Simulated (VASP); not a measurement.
Here is a VASP 6.6.1 calculation.

INCAR

```
SYSTEM = Pt
PREC     = Accurate       ! precision mode
ENCUT    = 520            ! plane-wave cutoff, eV
EDIFF    = 1E-6           ! SCF threshold, eV
ISMEAR   = -5             ! smearing method
SIGMA    = 0.15           ! smearing width, eV
LREAL    = .FALSE.        ! projectors in reciprocal space
LASPH    = .TRUE.         ! aspherical terms in the spheres
NELM     = 60             ! most SCF steps
ALGO     = Normal         ! electronic algorithm
ISIF     = 2              ! what is computed and relaxed
LWAVE    = .FALSE.        ! write WAVECAR
LCHARG   = .TRUE.         ! write CHGCAR
LELF     = .TRUE.         ! ELF
LVHAR    = .TRUE.       
NBANDS   = 17             ! bands
```

KPOINTS

```
Automatic mesh
0
G
  18 18 10
  0 0 0
```

File POSCAR:

```
Pt
1.0
    2.6963298048      0.0000000000      0.0000000000
   -1.3481649024      2.3350901079      0.0000000000
    0.0000000000      0.0000000000      4.6429098596
Pt
2
Direct
    0.6666666667      0.3333333333      0.7500000000
    0.3333333333      0.6666666667      0.2500000000
```

Potentials or basis: VASP PAW LDA potentials, release 64 (Pt).

Launch:

```bash
$ cat potpaw_LDA.64/Pt/POTCAR > POTCAR
$ mpirun -np 1 vasp_std > vasp.out
```

(1) Predict the band gap on the k mesh.

(2) Estimate the pressure.

Results:

(1) zero (bands 10 and 11 overlap by 1.45 eV).

(2) 5.8 GPa.

Caveat: the cell stands under pressure; spin-orbit coupling is left out, which moves the levels of the heavy elements; tetrahedron occupations give inexact forces and stress in metals.
